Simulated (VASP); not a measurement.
# Rh (I4/mmm) in VASP: a series of runs

Runs on Rh. Level: PBEsol. Tasks: single point.

All numbers are computed with VASP 6.6.1; they aren't measurements. Logs are shortened: lines on timing, memory, paths and dates and some standing lists are left out, and cuts for length are marked.

## (1) The cell of the first run

The structure is tetragonal, space group I4/mmm (No. 139). The conventional cell has a = 2.673 Å, b = 2.673 Å, c = 3.874 Å, α = 90.00°, β = 90.00°, γ = 90.00°. Rh (site symmetry 4/mmm) has 12 Rh at 2.67 to 2.71 Å within 3.5 Å.

## (2) Single point, PBEsol (strain +0.0250 x Voigt [1, 0, 0, 0, 0, 0])

INCAR

```
SYSTEM = Rh
PREC = Accurate
ENCUT = 520
EDIFF = 1E-7
ISMEAR = 0
SIGMA = 0.15
LREAL = .FALSE.
LASPH = .TRUE.
NELM = 100
ALGO = Fast
ISIF = 2
LWAVE = .FALSE.
LCHARG = .FALSE.
GGA = PS
NBANDS = 14
```

KPOINTS

```
Automatic mesh
0
G
  28 28 28
  0 0 0
```

POSCAR

```
Rh
1.0
    0.0000000000      1.8899965803      1.8899965803
    1.9372464948      0.0000000000      1.8899965803
    1.9372464948      1.8899965803      0.0000000000
Rh
1
Direct
    0.0000000000      0.0000000000      0.0000000000
```

Potentials or basis: VASP PAW PBE potentials, release 64 (Rh_pv).

Run with:

```sh
cat potpaw_PBE.64/Rh_pv/POTCAR > POTCAR
mpirun -np 1 vasp_std > vasp.out
```

OUTCAR:

```text
SYSTEM = Rh
   PREC = Accurate
   ENCUT = 520
   EDIFF = 1E-7
   ISMEAR = 0
   LREAL = .FALSE.
   LASPH = .TRUE.
   NELM = 100
   ISIF = 2
   GGA = PS

 ion  position               nearest neighbor table
   1  0.000  0.000  0.000-

  LATTYP: Found a body centered tetragonal cell.
 ALAT       =     2.6728587967
 C/A-ratio  =     1.4495689014

  Lattice vectors:

 A1 = (   1.9372464948,   0.0000000000,   1.8899965803)
 A2 = (   1.9372464948,   0.0000000000,  -1.8899965803)
 A3 = (  -1.9372464948,   1.8899965803,   0.0000000000)

Analysis of symmetry for initial positions (statically):
=====================================================================
 Subroutine PRICEL returns:
 Original cell was already a primitive cell.

 Routine SETGRP: Setting up the symmetry group for a
 body centered tetragonal supercell.

 Subroutine GETGRP returns: Found 16 space group operations
 (whereof 16 operations were pure point group operations)
 out of a pool of 16 trial point group operations.

The static configuration has the point symmetry D_4h.

Analysis of symmetry for dynamics (positions and initial velocities):
=====================================================================
 Subroutine PRICEL returns:
 Original cell was already a primitive cell.

 Routine SETGRP: Setting up the symmetry group for a
 body centered tetragonal supercell.

 Subroutine GETGRP returns: Found 16 space group operations
 (whereof 16 operations were pure point group operations)
 out of a pool of 16 trial point group operations.

The dynamic configuration has the point symmetry D_4h.

 Subroutine INISYM returns: Found 16 space group operations
 (whereof 16 operations are pure point group operations),
 and found     1 'primitive' translations

----------------------------------------------------------------------------------------

                                     Primitive cell

  volume of cell :      13.8400

  direct lattice vectors                    reciprocal lattice vectors
     0.000000000  1.889996580  1.889996580    -0.258098286  0.264550743  0.264550743
     1.937246495  0.000000000  1.889996580     0.258098286 -0.264550743  0.264550743
     1.937246495  1.889996580  0.000000000     0.258098286  0.264550743 -0.264550743

  length of vectors
     2.672858797  2.706475763  2.706475763     0.454520535  0.454520535  0.454520535

  position of ions in fractional coordinates (direct lattice)
     0.000000000  0.000000000  0.000000000

  ion indices of the primitive-cell ions
   primitive index   ion index
                 1           1

----------------------------------------------------------------------------------------

 KPOINTS: Automatic mesh

Automatic generation of k-mesh.
 Grid dimensions read from file:
 generate k-points for:   28   28   28

 Generating k-lattice:

  Cartesian coordinates                     Fractional coordinates (reciprocal lattice)
    -0.009217796  0.009448241  0.009448241     0.035714286  0.000000000  0.000000000
     0.009217796 -0.009448241  0.009448241     0.000000000  0.035714286  0.000000000
     0.009217796  0.009448241 -0.009448241     0.000000000  0.000000000  0.035714286

  Length of vectors
     0.016232876  0.016232876  0.016232876

  Shift w.r.t. Gamma in fractional coordinates (k-lattice)
     0.000000000  0.000000000  0.000000000

 Subroutine IBZKPT returns following result:
 ===========================================

 Found   1639 irreducible k-points:

 Following reciprocal coordinates:
            Coordinates               Weight
  0.000000  0.000000  0.000000      1.000000
  0.035714  0.000000  0.000000      8.000000
  0.071429  0.000000  0.000000      8.000000
  0.107143 -0.000000 -0.000000      8.000000
  0.142857  0.000000  0.000000      8.000000
  0.178571 -0.000000 -0.000000      8.000000
[... 16 lines left out ...]
  0.285714  0.035714 -0.000000     16.000000
  0.321429  0.035714 -0.000000     16.000000
 [... further k-points ...]
   k-points           NKPTS =   1639   k-points in BZ     NKDIM =   1639   number of bands    NBANDS=     14
   number of dos      NEDOS =    301   number of ions     NIONS =      1
   total plane-waves  NPLWV =   8000
   dimension x,y,z NGX =    20 NGY =   20 NGZ =   20
   dimension x,y,z NGXF=    40 NGYF=   40 NGZF=   40
   ions per type =               1
   NGX,Y,Z   is equivalent  to a cutoff of  12.44, 12.29, 12.29 a.u.
   NGXF,Y,Z  is equivalent  to a cutoff of  24.88, 24.57, 24.57 a.u.
 SYSTEM =  Rh
   PREC   = accura    normal or accurate (medium, high low for compatibility)
   ISTART =      0    job   : 0-new  1-cont  2-samecut
   ICHARG =      2    charge: 1-file 2-atom 10-const
   ISPIN  =      1    spin polarized calculation?
   LNONCOLLINEAR =      F non collinear calculations
   LSORBIT =      F    spin-orbit coupling
   LASPH  =      T    aspherical Exc in radial PAW
   ENCUT  =  520.0 eV  38.22 Ry    6.18 a.u.   4.97  5.03  5.03*2*pi/ulx,y,z
   NELM   =    100;   NELMIN=  2; NELMDL= -5     # of ELM steps
   EDIFF  = 0.1E-06   stopping-criterion for ELM
   LREAL  =      F    real-space projection
   EDIFFG = 0.1E-05   stopping-criterion for IOM
   NSW    =      0    number of steps for IOM
   IBRION =     -1    ionic relax: 0-MD 1-quasi-New 2-CG
   NFREE  =      0    steps in history (QN), initial steepest desc. (CG)
   ISIF   =      2    stress and relaxation
   ISYM   =      2    0-nonsym 1-usesym 2-fastsym
   POTIM  = 0.5000    time-step for ionic-motion
   TEBEG  =    0.0;   TEEND  =   0.0 temperature during run
   PSTRESS=    0.0 pullay stress
   NELECT =      15.0000    total number of electrons
   NUPDOWN=      -1.0000    fix difference up-down
   EMIN   =  10.00;   EMAX   =-10.00  energy-range for DOS
   EFERMI =   0.00;   METHOD = LEGACY
   ISMEAR =     0;   SIGMA  =   0.15  broadening in eV -4-tet -1-fermi 0-gaus
   EFERMI_NEDOS =   21; number of points for ismear=-14 and -15
   IALGO  =     68    algorithm
   IMIX   =      4    mixing-type and parameters
     AMIX     =   0.40;   BMIX     =  1.00
     AMIX_MAG =   1.60;   BMIX_MAG =  1.00
  volume/ion in A,a.u.               =      13.84        93.40
  Fermi-wavevector in a.u.,A,eV,Ry     =   1.681614  3.177789 38.474897  2.827825
  Thomas-Fermi vector in A             =   2.765139
   LORBIT       =      0    0 simple, 1 ext, 2 COOP (PROOUT), +10 PAW based schemes
   GGA     = PS    functional components
   LHFCALC =     F    Hartree Fock is set to
   AEXX    =    0.0000 exact exchange contribution
   IVDW    =     0    specifies the selected vdW correction
   LEPSILON=     F    determine dielectric tensor
   LRPA    =     F    only Hartree local field effects (RPA)
 non-spin polarized calculation
 RMM-DIIS sequential band-by-band and
 Gauss-broadening in eV      SIGMA  =   0.15
  energy-cutoff  :      520.00
  volume of cell :       13.84
 maximum number of plane-waves:       386
   NGX =  9   NGY =  9   NGZ =  9

 number of electron      15.0000004 magnetization

 Free energy of the ion-electron system (eV)
  ---------------------------------------------------
  ext. energy  EPLUGINS =         0.00000000
  ---------------------------------------------------
  free energy    TOTEN  =        -8.13368422 eV

  energy without entropy =       -8.11880494  energy(sigma->0) =       -8.12624458

 E-fermi :  11.6310     XC(G=0): -14.1755

 val. band max:       11.6304193738   @ k =   0.0000   0.2857   0.2857
 cond. band min:      11.6315636555   @ k =   0.2143   0.3214   0.0357
 fundamental gap:      0.0011442817
 Fermi energy:        11.6309601093

 k-point     1 :       0.0000    0.0000    0.0000
  band No.  band energies     occupation
      1     -34.7001      2.00000
      2     -34.6853      2.00000
      3     -34.6853      2.00000
      4       3.6286      2.00000
      5       8.3923      2.00000
      6       8.6620      2.00000
      7       8.6620      2.00000
      8      10.4918      2.00000
      9      10.8195      2.00000
     10      27.5830      0.00000
     11      32.0190      0.00000
     12      32.4924      0.00000
     13      33.2380      0.00000
     14      33.2380      0.00000

 k-point     2 :       0.0357    0.0000    0.0000
  band No.  band energies     occupation
      1     -34.7049      2.00000
      2     -34.6912      2.00000
      3     -34.6864      2.00000
      4       3.6802      2.00000
      5       8.3986      2.00000
      6       8.6526      2.00000
      7       8.6823      2.00000
      8      10.4818      2.00000
      9      10.8059      2.00000
     10      27.6584      0.00000
     11      32.0177      0.00000
     12      32.4109      0.00000
     13      33.0801      0.00000
     14      33.3133      0.00000

 k-point     3 :       0.0714    0.0000    0.0000
  band No.  band energies     occupation
      1     -34.7284      2.00000
      2     -34.6995      2.00000
      3     -34.6896      2.00000
      4       3.8324      2.00000
      5       8.3972      2.00000
      6       8.6460      2.00000
      7       8.7407      2.00000
      8      10.4561      2.00000
      9      10.7688      2.00000
     10      27.8747      0.00000
     11      31.8369      0.00000
     12      32.0300      0.00000
     13      33.0943      0.00000
     14      33.5362      0.00000
[... 324 lines left out ...]
 k-point    23 :       0.2857    0.0357   -0.0000
  band No.  band energies     occupation
      1     -35.1116      2.00000
      2     -34.7670      2.00000
      3     -34.7360      2.00000
      4       5.6077      2.00000
      5       8.5716      2.00000
      6       8.7977      2.00000
      7       9.0275      2.00000
      8      10.8628      2.00000
      9      11.1325      2.00000
     10      25.9016      0.00000
     11      28.9946      0.00000
     12      32.0204      0.00000
     13      34.9166      0.00000
     14      36.7391      0.00000

 k-point    24 :       0.3214    0.0357   -0.0000
  band No.  band energies     occupation
      1     -35.1880      2.00000
      2     -34.7788      2.00000
      3     -34.7459      2.00000
      4       5.7027      2.00000
      5       8.7035      2.00000
      6       8.9371      2.00000
      7       9.0790      2.00000
      8      11.1636      1.99999
      9      11.3907      1.97652
     10      24.7401      0.00000
     11      28.5991      0.00000
     12      32.0206      0.00000
     13      34.5816      0.00000
     14      36.0501      0.00000

 [... further k-points ...]

------------------------ aborting loop because EDIFF is reached ----------------------------------------

  FORCE on cell =-STRESS in cart. coord.  units (eV):
  Direction    XX          YY          ZZ          XY          YZ          ZX
  --------------------------------------------------------------------------------------
  -------------------------------------------------------------------------------------
  Total       -0.9363671     -0.4064104     -0.4064104      0.0000000      0.0000000     -0.0000000
  in kB     -108.3976318    -47.0477085    -47.0477085      0.0000000      0.0000000     -0.0000000
  external PRESSURE =     -67.4976829 kB  Pullay stress =       0.0000000 kB

 VOLUME and BASIS-vectors are now :
 -----------------------------------------------------------------------------
  energy-cutoff  :      520.00
  volume of cell :       13.84
      direct lattice vectors                 reciprocal lattice vectors
     0.000000000  1.889996580  1.889996580    -0.258098286  0.264550743  0.264550743
     1.937246495  0.000000000  1.889996580     0.258098286 -0.264550743  0.264550743
     1.937246495  1.889996580  0.000000000     0.258098286  0.264550743 -0.264550743

 POSITION                                       TOTAL-FORCE (eV/Angst)
 -----------------------------------------------------------------------------------
      0.00000      0.00000      0.00000         0.000000      0.000000     -0.000000
 -----------------------------------------------------------------------------------
    total drift:                                0.000000      0.000000      0.000000

  FREE ENERGIE OF THE ION-ELECTRON SYSTEM (eV)
  ---------------------------------------------------
  free  energy   TOTEN  =        -8.1336842166 eV

  energy  without entropy=       -8.1188049431  energy(sigma->0) =       -8.12624458
```

It took 2.2 min on 1 thread of Intel Xeon 6975P-C (Granite Rapids), shared host; peak memory 0.37 GiB.

What came out:

| Item | Value |
| --- | --- |
| Free energy | -8.1337 eV |
| Pressure | -6.7 GPa |

Stress tensor (GPa, compression positive):
```
-10.84   0.00   0.00
  0.00  -4.70   0.00
  0.00   0.00  -4.70
```

Caveat: the cell differs from its parent crystal (strain +0.0250 x Voigt [1, 0, 0, 0, 0, 0]); the PAW data sets were made with another functional, which shifts forces and pressure a little.

## (3) Single point, PBEsol (strain +0.0750 x Voigt [1, 0, 0, 0, 0, 0])

INCAR

```
SYSTEM = Rh
PREC = Accurate
ENCUT = 520
EDIFF = 1E-6
ISMEAR = 0
SIGMA = 0.15
LREAL = .False.
LASPH = .True.
NELM = 80
ALGO = Fast
ISIF = 2
LWAVE = .False.
LCHARG = .False.
GGA = PS
NBANDS = 14
```

KPOINTS

```
Automatic mesh
0
Gamma
  28 28 28
  0 0 0
```

POSCAR

```
Rh
1.0
    0.0000000000      1.8899965803      1.8899965803
    2.0317463238      0.0000000000      1.8899965803
    2.0317463238      1.8899965803      0.0000000000
Rh
1
Direct
    0.0000000000      0.0000000000      0.0000000000
```

Potentials or basis: VASP PAW PBE potentials, release 64 (Rh_pv).

Run with:

```sh
cat potpaw_PBE.64/Rh_pv/POTCAR > POTCAR
mpirun -np 1 vasp_std > vasp.out
```

Run time: 2 min. Hardware: 1 thread of Intel Xeon 6975P-C (Granite Rapids), shared host; peak memory 0.39 GiB.

Results (log left out):

```yaml
Free_energy: -8.0515 eV
Pressure: -16.9 GPa
```

Stress tensor (GPa, compression positive):
```
-27.37   0.00   0.00
  0.00 -11.72   0.00
  0.00   0.00 -11.72
```

Levels at points of the mesh, in eV from the Fermi level:
```
           k point  band 5  band 6  band 7  band 8  band 9  band 10
(0.00, 0.00, 0.00)   -3.32   -2.55   -2.55   -1.38   -0.47    16.05
(0.50, 0.00, 0.00)   -3.25   -2.52    0.37    0.69    0.74     8.09
(0.50, 0.50, 0.00)   -5.47    0.45    0.58    1.26    3.64    12.23
(0.00, 0.50, 0.50)   -5.48    0.58    0.86    0.86    2.19    10.29
```

Caveat: the cell differs from its parent crystal (strain +0.0750 x Voigt [1, 0, 0, 0, 0, 0]); the PAW data sets were made with another functional, which shifts forces and pressure a little.
